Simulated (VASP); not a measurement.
**Ge: relaxation of cell and atoms with PBEsol-based screened hybrid with 25 % exact exchange**

The system is Ge.

```
Ge
1.0
     0.00000    2.82891    2.82891
     2.82891    0.00000    2.82891
     2.82891    2.82891    0.00000
Ge
2
Direct
  0.75000 0.75000 0.75000
  0.50000 0.50000 0.50000
```

```yaml
Program: VASP 6.6.1
Task: relaxation of cell and atoms
Functional: PBEsol-based screened hybrid with 25 % exact exchange
Potentials_or_basis: VASP PAW PBE potentials, release 64 (Ge_d)
Cutoff: 600 eV
k_mesh: 4 × 4 × 4
Occupations: fermi-dirac, width 0.05 eV
Spin: no spin polarisation
Dipole_correction: no
Grid_for_exact_exchange_PRECFOCK: Normal
Share_of_exact_exchange: 0.25
Further_INCAR_settings: ALGO = Normal; EDIFF = 1e-07; IBRION = 2; EDIFFG = -0.01; NSW = 60; ISIF = 3
Screening_parameter: 0.207 1/Å
```

* Relaxed volume: 22.37 Å³/atom
* Relaxed cell: a = 3.985 Å, b = 3.985 Å, c = 3.985 Å, α = 60.00°, β = 60.00°, γ = 60.00°
* Space group after relaxing (to 0.1 Å): Fd-3m (No. 227)
* Energy gained by relaxing: 0.7 meV/atom
* Ionic steps: 3
* Pressure after relaxing: 0.0 GPa
* Band gap on the k mesh: 0.85 eV (least direct gap 1.00 eV)

Step by step:
| step | energy change (eV) | largest force (eV/Å) | pressure (GPa) | volume (Å³) |
| --- | --- | --- | --- | --- |
| 1 | 0.0000 | 0.0000 | -0.87 | 45.28 |
| 2 | -0.0011 | 0.0000 | 0.54 | 44.48 |
| 3 | -0.0015 | 0.0000 | -0.01 | 44.75 |

Final structure:
```xyz
2
Lattice="0.0000 2.8179 2.8179 2.8179 0.0000 2.8179 2.8179 2.8179 0.0000" Properties=species:S:1:pos:R:3 pbc="T T T"
Ge    4.2268    4.2268    4.2268
Ge    2.8179    2.8179    2.8179
```

Levels at points of the mesh, in eV from the valence-band top:
| k point | band 10 | band 11 | band 12 | band 13 | band 14 | band 15 | band 16 | band 17 | band 18 |
| --- | --- | --- | --- | --- | --- | --- | --- | --- | --- |
| (0.00, 0.00, 0.00) | -27.61 | -14.14 | 0.00 | 0.00 | 0.00 | 1.00 | 3.24 | 3.24 | 3.24 |
| (0.50, 0.00, 0.00) | -27.58 | -11.77 | -8.36 | -1.54 | -1.54 | 0.85 | 4.47 | 4.47 | 7.83 |
| (0.50, 0.50, 0.00) | -27.57 | -9.75 | -9.75 | -3.40 | -3.40 | 1.23 | 1.23 | 10.90 | 10.90 |

It took 57 min on 1 thread of AMD EPYC 7R43 64-Core Processor (Zen 3), on a shared host, peak memory 0.25 GiB.

Caveat: the k points lie up to 0.48 Å⁻¹ apart in the final cell; the PAW data sets were made with another functional, which shifts forces and pressure a little. A k mesh can miss the band edges.
